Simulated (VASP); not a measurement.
# HfTa4F (I4/mmm) in VASP: further runs

The runs below take HfTa4F through single point, with PBE.

All numbers are computed with VASP 6.6.1; they aren't measurements. Logs are shortened: lines on timing, memory, paths and dates and some standing lists are left out, and cuts for length are marked.

## (1) The cell of the first run

It takes space group I4/mmm (No. 139, tetragonal). The conventional cell has a = 5.975 Å, b = 5.975 Å, c = 6.027 Å, α = 90.00°, β = 90.00°, γ = 90.00°. Within 3.4 Å of Hf (site symmetry 4/mmm) lie 8 Ta at 2.59 Å and 2 F at 3.01 Å. Ta (site symmetry 2/m) has 2 Hf at 2.59 Å and 2 F at 2.59 Å and 6 Ta at 2.99 to 3.01 Å within 3.4 Å. Within 3.4 Å of F (site symmetry 4/mmm) lie 8 Ta at 2.59 Å and 2 Hf at 3.01 Å.

## (2) Single point, PBE

INCAR

```
SYSTEM = HfTa4F
ALGO = Normal ; EDIFF = 1E-6
ENCUT = 520 ; GGA = PE
ISIF = 2 ; ISMEAR = 0
LASPH = .TRUE. ; LCHARG = .FALSE.
LREAL = .FALSE. ; LWAVE = .FALSE.
NBANDS = 40 ; NELM = 100
PREC = Accurate ; SIGMA = 0.1
```

KPOINTS

```
k-points
0
G
  4 4 4
  0 0 0
```

POSCAR

```
HfTa4F
1.0
   -2.9875685800      2.9875685800      3.0136688800
    2.9875685800     -2.9875685800      3.0136688800
    2.9875685800      2.9875685800     -3.0136688800
Hf Ta F
1 4 1
Direct
    0.5000000000      0.5000000000      0.0000000000
    0.5000000000      0.5000000000      0.5000000000
    0.0000000000      0.0000000000      0.5000000000
    0.5000000000      0.0000000000      0.0000000000
    0.0000000000      0.5000000000      0.0000000000
    0.0000000000      0.0000000000      0.0000000000
```

Potentials or basis: VASP PAW PBE potentials, release 64 (Hf_pv, Ta_pv, F).

Run with:

```sh
> cat potpaw_PBE.64/Hf_pv/POTCAR potpaw_PBE.64/Ta_pv/POTCAR potpaw_PBE.64/F/POTCAR > POTCAR
> mpirun -np 1 vasp_std > vasp.out
```

OUTCAR:

```text
SYSTEM = HfTa4F
   EDIFF = 1E-6
   ENCUT = 520
   GGA = PE
   ISIF = 2
   ISMEAR = 0
   LASPH = .TRUE.
   LREAL = .FALSE.
   NELM = 100
   PREC = Accurate

 ion  position               nearest neighbor table
   1  0.500  0.500  0.000-   2 2.59   3 2.59   4 2.59   5 2.59   2 2.59   4 2.59   5 2.59   3 2.59

   2  0.500  0.500  0.500-   1 2.59   6 2.59   1 2.59   6 2.59   5 2.99   4 2.99   5 2.99   4 2.99
                             3 3.01   3 3.01
   3  0.000  0.000  0.500-   1 2.59   6 2.59   6 2.59   1 2.59   5 2.99   5 2.99   4 2.99   4 2.99
                             2 3.01   2 3.01
   4  0.500  0.000  0.000-   1 2.59   6 2.59   1 2.59   6 2.59   3 2.99   2 2.99   2 2.99   3 2.99
                             5 3.01   5 3.01
   5  0.000  0.500  0.000-   1 2.59   6 2.59   6 2.59   1 2.59   3 2.99   3 2.99   2 2.99   2 2.99
                             4 3.01   4 3.01
   6  0.000  0.000  0.000-   2 2.59   3 2.59   4 2.59   5 2.59   3 2.59   5 2.59   4 2.59   2 2.59

  LATTYP: Found a body centered tetragonal cell.
 ALAT       =     5.9751371600
 C/A-ratio  =     1.0087363015

  Lattice vectors:

 A1 = (  -2.9875685800,   2.9875685800,   3.0136688800)
 A2 = (   2.9875685800,  -2.9875685800,   3.0136688800)
 A3 = (   2.9875685800,   2.9875685800,  -3.0136688800)

Analysis of symmetry for initial positions (statically):
=====================================================================
 Subroutine PRICEL returns:
 Original cell was already a primitive cell.

 Routine SETGRP: Setting up the symmetry group for a
 body centered tetragonal supercell.

 Subroutine GETGRP returns: Found 16 space group operations
 (whereof 16 operations were pure point group operations)
 out of a pool of 16 trial point group operations.

The static configuration has the point symmetry D_4h.

Analysis of symmetry for dynamics (positions and initial velocities):
=====================================================================
 Subroutine PRICEL returns:
 Original cell was already a primitive cell.

 Routine SETGRP: Setting up the symmetry group for a
 body centered tetragonal supercell.

 Subroutine GETGRP returns: Found 16 space group operations
 (whereof 16 operations were pure point group operations)
 out of a pool of 16 trial point group operations.

The dynamic configuration has the point symmetry D_4h.

 Subroutine INISYM returns: Found 16 space group operations
 (whereof 16 operations are pure point group operations),
 and found     1 'primitive' translations

----------------------------------------------------------------------------------------

                                     Primitive cell

  volume of cell :     107.5948

  direct lattice vectors                    reciprocal lattice vectors
    -2.987568580  2.987568580  3.013668880     0.000000000  0.167360175  0.165910729
     2.987568580 -2.987568580  3.013668880     0.167360175  0.000000000  0.165910729
     2.987568580  2.987568580 -3.013668880     0.167360175  0.167360175  0.000000000

  length of vectors
     5.189733342  5.189733342  5.189733342     0.235660345  0.235660345  0.236683029

  position of ions in fractional coordinates (direct lattice)
     0.500000000  0.500000000  0.000000000
     0.500000000  0.500000000  0.500000000
     0.000000000  0.000000000  0.500000000
     0.500000000  0.000000000  0.000000000
     0.000000000  0.500000000  0.000000000
     0.000000000  0.000000000  0.000000000

  ion indices of the primitive-cell ions
   primitive index   ion index
                 1           1
                 2           2
                 3           3
                 4           4
                 5           5
                 6           6

----------------------------------------------------------------------------------------

 KPOINTS: k-points

Automatic generation of k-mesh.
 Grid dimensions read from file:
 generate k-points for:    4    4    4

 Generating k-lattice:

  Cartesian coordinates                     Fractional coordinates (reciprocal lattice)
     0.000000000  0.041840044  0.041477682     0.250000000  0.000000000  0.000000000
     0.041840044  0.000000000  0.041477682     0.000000000  0.250000000  0.000000000
     0.041840044  0.041840044  0.000000000     0.000000000  0.000000000  0.250000000

  Length of vectors
     0.058915086  0.058915086  0.059170757

  Shift w.r.t. Gamma in fractional coordinates (k-lattice)
     0.000000000  0.000000000  0.000000000

 Subroutine IBZKPT returns following result:
 ===========================================

 Found     13 irreducible k-points:

 Following reciprocal coordinates:
            Coordinates               Weight
  0.000000  0.000000  0.000000      1.000000
  0.250000  0.000000 -0.000000      8.000000
  0.500000  0.000000 -0.000000      4.000000
  0.250000  0.250000 -0.000000      8.000000
  0.500000  0.250000 -0.000000     16.000000
 -0.250000  0.250000  0.000000      4.000000
  0.500000  0.500000 -0.000000      2.000000
  0.250000  0.250000  0.250000      2.000000
 -0.250000  0.250000  0.250000      4.000000
  0.500000  0.500000  0.250000      4.000000
 -0.250000  0.500000  0.250000      8.000000
 -0.250000 -0.250000  0.250000      2.000000
  0.500000  0.500000  0.500000      1.000000
   k-points           NKPTS =     13   k-points in BZ     NKDIM =     13   number of bands    NBANDS=     40
   number of dos      NEDOS =    301   number of ions     NIONS =      6
   total plane-waves  NPLWV =  64000
   dimension x,y,z NGX =    40 NGY =   40 NGZ =   40
   dimension x,y,z NGXF=    80 NGYF=   80 NGZF=   80
   ions per type =               1   4   1
   NGX,Y,Z   is equivalent  to a cutoff of  12.81, 12.81, 12.81 a.u.
   NGXF,Y,Z  is equivalent  to a cutoff of  25.63, 25.63, 25.63 a.u.
 SYSTEM =  HfTa4F
   PREC   = accura    normal or accurate (medium, high low for compatibility)
   ISTART =      0    job   : 0-new  1-cont  2-samecut
   ICHARG =      2    charge: 1-file 2-atom 10-const
   ISPIN  =      1    spin polarized calculation?
   LNONCOLLINEAR =      F non collinear calculations
   LSORBIT =      F    spin-orbit coupling
   LASPH  =      T    aspherical Exc in radial PAW
   ENCUT  =  520.0 eV  38.22 Ry    6.18 a.u.   9.65  9.65  9.65*2*pi/ulx,y,z
   NELM   =    100;   NELMIN=  2; NELMDL= -5     # of ELM steps
   EDIFF  = 0.1E-05   stopping-criterion for ELM
   LREAL  =      F    real-space projection
   EDIFFG = 0.1E-04   stopping-criterion for IOM
   NSW    =      0    number of steps for IOM
   IBRION =     -1    ionic relax: 0-MD 1-quasi-New 2-CG
   NFREE  =      0    steps in history (QN), initial steepest desc. (CG)
   ISIF   =      2    stress and relaxation
   ISYM   =      2    0-nonsym 1-usesym 2-fastsym
   POTIM  = 0.5000    time-step for ionic-motion
   TEBEG  =    0.0;   TEEND  =   0.0 temperature during run
   PSTRESS=    0.0 pullay stress
   NELECT =      61.0000    total number of electrons
   NUPDOWN=      -1.0000    fix difference up-down
   EMIN   =  10.00;   EMAX   =-10.00  energy-range for DOS
   EFERMI =   0.00;   METHOD = LEGACY
   ISMEAR =     0;   SIGMA  =   0.10  broadening in eV -4-tet -1-fermi 0-gaus
   EFERMI_NEDOS =   21; number of points for ismear=-14 and -15
   IALGO  =     38    algorithm
   IMIX   =      4    mixing-type and parameters
     AMIX     =   0.40;   BMIX     =  1.00
     AMIX_MAG =   1.60;   BMIX_MAG =  1.00
  volume/ion in A,a.u.               =      17.93       121.01
  Fermi-wavevector in a.u.,A,eV,Ry     =   1.354943  2.560471 24.978533  1.835870
  Thomas-Fermi vector in A             =   2.482072
   LORBIT       =      0    0 simple, 1 ext, 2 COOP (PROOUT), +10 PAW based schemes
   GGA     = PE    functional components
   LHFCALC =     F    Hartree Fock is set to
   AEXX    =    0.0000 exact exchange contribution
   IVDW    =     0    specifies the selected vdW correction
   LEPSILON=     F    determine dielectric tensor
   LRPA    =     F    only Hartree local field effects (RPA)
 non-spin polarized calculation
 Gauss-broadening in eV      SIGMA  =   0.10
  energy-cutoff  :      520.00
  volume of cell :      107.59
 maximum number of plane-waves:      2924
 NGX is ok and might be reduce to    40
   NGX = 19   NGY = 19   NGZ = 19

 number of electron      61.0000013 magnetization

 Free energy of the ion-electron system (eV)
  ---------------------------------------------------
  ext. energy  EPLUGINS =         0.00000000
  ---------------------------------------------------
  free energy    TOTEN  =       -52.06480072 eV

  energy without entropy =      -52.02340381  energy(sigma->0) =      -52.04410227

 E-fermi :   5.0567     XC(G=0): -11.8322

 val. band max:        5.0411013663   @ k =   0.5000   0.5000   0.5000
 cond. band min:       5.0772987153   @ k =   0.0000   0.0000   0.0000
 fundamental gap:      0.0361973490
 Fermi energy:         5.0567268018

 k-point     1 :       0.0000    0.0000    0.0000
  band No.  band energies     occupation
      1     -29.8890      2.00000
      2     -29.7556      2.00000
      3     -29.7556      2.00000
      4     -29.6350      2.00000
      5     -29.6350      2.00000
      6     -29.5019      2.00000
[... 32 lines left out ...]
     39       8.8380      0.00000
     40       8.8380      0.00000

 k-point     2 :       0.2500    0.0000   -0.0000
  band No.  band energies     occupation
      1     -29.8317      2.00000
      2     -29.7072      2.00000
      3     -29.6371      2.00000
      4     -29.5769      2.00000
      5     -29.5531      2.00000
      6     -29.4666      2.00000
[... 32 lines left out ...]
     39       7.9573      0.00000
     40       8.4974      0.00000

 k-point     3 :       0.5000    0.0000   -0.0000
  band No.  band energies     occupation
      1     -29.7943      2.00000
      2     -29.6588      2.00000
      3     -29.4337      2.00000
      4     -29.4140      2.00000
      5     -29.3932      2.00000
      6     -29.3669      2.00000
[... 380 lines left out ...]
  band No.  band energies     occupation
      1     -29.8433      2.00000
      2     -29.6549      2.00000
      3     -29.6549      2.00000
      4     -29.5333      2.00000
      5     -29.4149      2.00000
      6     -29.3834      2.00000
[... 32 lines left out ...]
     39       7.8576      0.00000
     40       8.2599      0.00000

 k-point    13 :       0.5000    0.5000    0.5000
  band No.  band energies     occupation
      1     -29.8246      2.00000
      2     -29.6131      2.00000
      3     -29.5796      2.00000
      4     -29.5796      2.00000
      5     -29.5645      2.00000
      6     -29.5256      2.00000
[... 32 lines left out ...]
     39       7.4530      0.00000
     40       7.4530      0.00000

------------------------ aborting loop because EDIFF is reached ----------------------------------------

  FORCE on cell =-STRESS in cart. coord.  units (eV):
  Direction    XX          YY          ZZ          XY          YZ          ZX
  --------------------------------------------------------------------------------------
  -------------------------------------------------------------------------------------
  Total       10.6125631     10.6125631     12.1893706      0.0000000     -0.0000000      0.0000000
  in kB      158.0300136    158.0300136    181.5100064      0.0000000     -0.0000000      0.0000000
  external PRESSURE =     165.8566779 kB  Pullay stress =       0.0000000 kB

 VOLUME and BASIS-vectors are now :
 -----------------------------------------------------------------------------
  energy-cutoff  :      520.00
  volume of cell :      107.59
      direct lattice vectors                 reciprocal lattice vectors
    -2.987568580  2.987568580  3.013668880     0.000000000  0.167360175  0.165910729
     2.987568580 -2.987568580  3.013668880     0.167360175  0.000000000  0.165910729
     2.987568580  2.987568580 -3.013668880     0.167360175  0.167360175  0.000000000

 POSITION                                       TOTAL-FORCE (eV/Angst)
 -----------------------------------------------------------------------------------
      0.00000      0.00000      3.01367        -0.000000      0.000000     -0.000000
      1.49378      1.49378      1.50683         0.000000     -0.000000     -0.000000
      1.49378      1.49378     -1.50683         0.000000     -0.000000     -0.000000
     -1.49378      1.49378      1.50683        -0.000000     -0.000000      0.000000
      1.49378     -1.49378      1.50683         0.000000      0.000000     -0.000000
      0.00000      0.00000      0.00000         0.000000     -0.000000     -0.000000
 -----------------------------------------------------------------------------------
    total drift:                                0.000000     -0.000000      0.000000

  FREE ENERGIE OF THE ION-ELECTRON SYSTEM (eV)
  ---------------------------------------------------
  free  energy   TOTEN  =       -52.0648007177 eV

  energy  without entropy=      -52.0234038150  energy(sigma->0) =      -52.04410227
```

Run time: 57 s. Hardware: 1 thread of Intel Xeon Platinum 8259CL at 2.50GHz (Skylake/Cascade Lake), shared host; peak memory 0.26 GiB.

Results:

| Item | Value |
| --- | --- |
| Free energy | -52.0648 eV |
| Pressure | 16.6 GPa |

Levels at points of the mesh, in eV from the Fermi level:
| k point | band 29 | band 30 | band 31 | band 32 | band 33 | band 34 |
| --- | --- | --- | --- | --- | --- | --- |
| (0.00, 0.00, 0.00) | 0.02 | 0.10 | 0.10 | 1.84 | 1.84 | 2.22 |
| (0.50, 0.00, 0.00) | -0.49 | -0.40 | -0.08 | 0.26 | 0.42 | 0.73 |
| (0.50, 0.50, 0.00) | -0.42 | -0.38 | 0.21 | 0.34 | 0.46 | 0.50 |
| (0.50, 0.50, 0.50) | -0.60 | -0.51 | -0.02 | 1.50 | 1.56 | 1.56 |

Caveat: the k points lie up to 0.37 Å⁻¹ apart; spin-orbit coupling is left out, which moves the levels of the heavy elements; an odd number of electrons without spin polarisation forces a metal; a magnetic or distorted state may lie lower.

## (3) Single point, PBE

This run uses another cell than the first one, of 21.06 Å³/atom, 1.174 times its volume.

INCAR

```
SYSTEM = HfTa4F
PREC = Accurate ; ENCUT = 520
EDIFF = 1E-6 ; ISMEAR = 0
SIGMA = 0.1 ; LREAL = .False.
LASPH = .True. ; NELM = 60
ALGO = Normal ; ISIF = 2
LWAVE = .False. ; LCHARG = .False.
GGA = PE ; NBANDS = 40
```

KPOINTS

```
Automatic mesh
0
Gamma
  4 4 4
  0 0 0
```

Changes to POSCAR since step 2:

```diff
@@ -2,5 +2,5 @@
 1.0
-   -2.9875685800      2.9875685800      3.0136688800
-    2.9875685800     -2.9875685800      3.0136688800
-    2.9875685800      2.9875685800     -3.0136688800
+   -2.7536164601      2.7536164601      4.1660038150
+    2.7536164601     -2.7536164601      4.1660038150
+    2.7536164601      2.7536164601     -4.1660038150
 Hf Ta F
```

Potentials or basis: VASP PAW PBE potentials, release 64 (Hf_pv, Ta_pv, F).

Run with:

```sh
> cat potpaw_PBE.64/Hf_pv/POTCAR potpaw_PBE.64/Ta_pv/POTCAR potpaw_PBE.64/F/POTCAR > POTCAR
> mpirun -np 1 vasp_std > vasp.out
```

OUTCAR:

```text
SYSTEM = HfTa4F
   PREC = Accurate
   ENCUT = 520
   EDIFF = 1E-6
   ISMEAR = 0
   LREAL = .False.
   LASPH = .True.
   NELM = 60
   ISIF = 2
   GGA = PE

 ion  position               nearest neighbor table
   1  0.500  0.500  0.000-   2 2.85   3 2.85   4 2.85   5 2.85   2 2.85   4 2.85   5 2.85   3 2.85

   2  0.500  0.500  0.500-   4 2.75   5 2.75   4 2.75   5 2.75   1 2.85   1 2.85
   3  0.000  0.000  0.500-   4 2.75   5 2.75   5 2.75   4 2.75   1 2.85   1 2.85
   4  0.500  0.000  0.000-   2 2.75   3 2.75   2 2.75   3 2.75   1 2.85   1 2.85
   5  0.000  0.500  0.000-   2 2.75   3 2.75   3 2.75   2 2.75   1 2.85   1 2.85
[... 753 lines left out ...]
  -------------------------------------------------------------------------------------
  Total       -0.0203881     -0.0203881      0.1869724      0.0000000      0.0000000      0.0000000
  in kB       -0.2585244     -0.2585244      2.3708363      0.0000000      0.0000000      0.0000000
  external PRESSURE =       0.6179292 kB  Pullay stress =       0.0000000 kB

 VOLUME and BASIS-vectors are now :
 -----------------------------------------------------------------------------
  energy-cutoff  :      520.00
  volume of cell :      126.35
      direct lattice vectors                 reciprocal lattice vectors
    -2.753616460  2.753616460  4.166003815     0.000000000  0.181579391  0.120019093
     2.753616460 -2.753616460  4.166003815     0.181579391  0.000000000  0.120019093
     2.753616460  2.753616460 -4.166003815     0.181579391  0.181579391  0.000000000

 POSITION                                       TOTAL-FORCE (eV/Angst)
 -----------------------------------------------------------------------------------
      0.00000      0.00000      4.16600         0.000000      0.000000     -0.000000
      1.37681      1.37681      2.08300         0.000000     -0.000000      0.000000
      1.37681      1.37681     -2.08300        -0.000000      0.000000      0.000000
     -1.37681      1.37681      2.08300         0.000000      0.000000     -0.000000
      1.37681     -1.37681      2.08300         0.000000     -0.000000      0.000000
      0.00000      0.00000      0.00000        -0.000000     -0.000000     -0.000000
 -----------------------------------------------------------------------------------
    total drift:                               -0.000000     -0.000000      0.000000

  FREE ENERGIE OF THE ION-ELECTRON SYSTEM (eV)
  ---------------------------------------------------
  free  energy   TOTEN  =       -53.5158368463 eV

  energy  without entropy=      -53.4874123368  energy(sigma->0) =      -53.50162459
```

OSZICAR:

```text
N       E                     dE             d eps       ncg     rms          rms(c)
DAV:   1     0.538592226347E+03    0.53859E+03   -0.32987E+04  1040   0.150E+03
DAV:   2    -0.264148259439E+02   -0.56501E+03   -0.54553E+03  1168   0.436E+02
DAV:   3    -0.555304354204E+02   -0.29116E+02   -0.27525E+02  1360   0.834E+01
DAV:   4    -0.562631947719E+02   -0.73276E+00   -0.72678E+00  1288   0.128E+01
DAV:   5    -0.562856772854E+02   -0.22483E-01   -0.22459E-01  1384   0.178E+00    0.550E+01
DAV:   6    -0.540480277819E+02    0.22376E+01   -0.66758E+00  1312   0.129E+01    0.276E+01
DAV:   7    -0.537227645177E+02    0.32526E+00   -0.33029E+00  1296   0.976E+00    0.893E+00
DAV:   8    -0.535179330918E+02    0.20483E+00   -0.70565E-01  1368   0.436E+00    0.356E+00
DAV:   9    -0.535204891569E+02   -0.25561E-02   -0.75399E-02  1248   0.101E+00    0.144E+00
DAV:  10    -0.535163864706E+02    0.41027E-02   -0.24749E-02  1272   0.899E-01    0.444E-01
DAV:  11    -0.535158428998E+02    0.54357E-03   -0.32428E-03  1288   0.319E-01    0.100E-01
DAV:  12    -0.535158293440E+02    0.13556E-04   -0.21623E-04  1264   0.809E-02    0.421E-02
DAV:  13    -0.535158375556E+02   -0.82116E-05   -0.21846E-05  1296   0.218E-02    0.106E-02
DAV:  14    -0.535158368463E+02    0.70927E-06   -0.11419E-06   832   0.605E-03
   1 F= -.53515837E+02 E0= -.53501625E+02  d E =-.284245E-01
```

stdout:

```text
POSCAR found type information on POSCAR HfTaF
 POSCAR found :  3 types and       6 ions
 scaLAPACK will be used
 LDA part: xc-table for (Slater+PW92), standard interpolation
 POSCAR, INCAR and KPOINTS ok, starting setup
 FFT: planning ... GRIDC
 FFT: planning ... GRID_SOFT
 FFT: planning ... GRID
 WAVECAR not read
 entering main loop
```

Run time: 68 s. Hardware: 1 thread of Intel Xeon Platinum 8259CL at 2.50GHz (Skylake/Cascade Lake), shared host; peak memory 0.28 GiB.

What came out:

```yaml
Free_energy: -53.5158 eV
Pressure: 0.1 GPa
```

Stress tensor (GPa, compression positive):
```
-0.03  0.00  0.00
 0.00 -0.03  0.00
 0.00  0.00  0.24
```

Levels at points of the mesh, in eV from the Fermi level:
```tsv
k point	band 26	band 27	band 28	band 29	band 30	band 31	band 32	band 33	band 34	band 35
(0.00, 0.00, 0.00)	-2.36	-1.48	-1.24	-1.24	-1.11	1.34	1.34	2.26	2.38	2.38
(0.50, 0.00, 0.00)	-1.46	-1.27	-0.73	-0.40	-0.23	-0.02	0.28	0.33	0.77	1.12
(0.50, 0.50, 0.00)	-0.96	-0.77	-0.47	-0.40	-0.02	0.58	0.63	0.70	0.84	1.02
(0.50, 0.50, 0.50)	-1.30	-0.65	-0.65	-0.46	-0.34	-0.11	0.64	0.64	1.40	1.40
```

Caveat: the k points lie up to 0.40 Å⁻¹ apart; spin-orbit coupling is left out, which moves the levels of the heavy elements; an odd number of electrons without spin polarisation forces a metal; a magnetic or distorted state may lie lower.
